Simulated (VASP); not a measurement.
Write the native input for VASP 6.6.1 that does the following.

```yaml
Task: single point
Functional: PBE
Potentials_or_basis: VASP PAW PBE potentials, release 64 (Si, N)
Cutoff: 520 eV
k_mesh: 12 × 12 × 1
Occupations: gaussian, width 0.1 eV
Spin: no spin polarisation
Dipole_correction: no
Further_INCAR_settings: LREAL = Auto; ALGO = Normal; EDIFF = 1e-07; NBANDS = 49
```

The structure of Si5N3 lies in POSCAR:

```
Si5N3
1.0
    2.8809012408      0.0000000000      0.0000000000
   -1.4404506204      2.4949336603      0.0000000000
    0.0000000000      0.0000000000     31.4922295211
Si N
10 6
Direct
    0.6666666667      0.3333333333      0.4192494926
    0.3333333333      0.6666666667      0.2009651705
    0.3333333333      0.6666666667      0.2783884657
    0.6666666667      0.3333333333      0.3428128537
    0.0000000000      0.0000000000      0.0381360629
    0.0000000000      0.0000000000      0.9618639371
    0.3333333333      0.6666666667      0.5807505074
    0.6666666667      0.3333333333      0.7990348295
    0.6666666667      0.3333333333      0.7216115343
    0.3333333333      0.6666666667      0.6571871463
    0.3333333333      0.6666666667      0.4371704246
    0.0000000000      0.0000000000      0.1828642149
    0.3333333333      0.6666666667      0.0561214390
    0.6666666667      0.3333333333      0.9438785610
    0.6666666667      0.3333333333      0.5628295754
    0.0000000000      0.0000000000      0.8171357851
```

One way to write it, as run:

INCAR

```
  PREC = Accurate
  ENCUT = 520
  EDIFF = 1E-7
  ISMEAR = 0
  SIGMA = 0.1
  LREAL = Auto
  LASPH = T
  NELM = 60
  ALGO = Normal
  ISIF = 2
  LWAVE = F
  LCHARG = F
  GGA = PE
  NBANDS = 49
```

KPOINTS

```
Automatic mesh
0
Gamma
  12 12 1
```

Potentials or basis: VASP PAW PBE potentials, release 64 (Si, N).

The run is started by

```console
$ cat potpaw_PBE.64/Si/POTCAR potpaw_PBE.64/N/POTCAR > POTCAR
$ mpirun -np 1 vasp_std > vasp.out
```

Results of the run:

```json
{"Pressure": "-0.1 GPa", "Largest force": "0.024 eV/Å", "Band gap on the k mesh": "zero (band 35 reaches 10.10 eV, above the bottom of band 36 at 5.70 eV)"}
```

Wall time 6.9 min on 1 thread of Intel(R) Xeon(R) Platinum 8488C (Sapphire Rapids), on a shared host, peak memory 0.4 GiB.
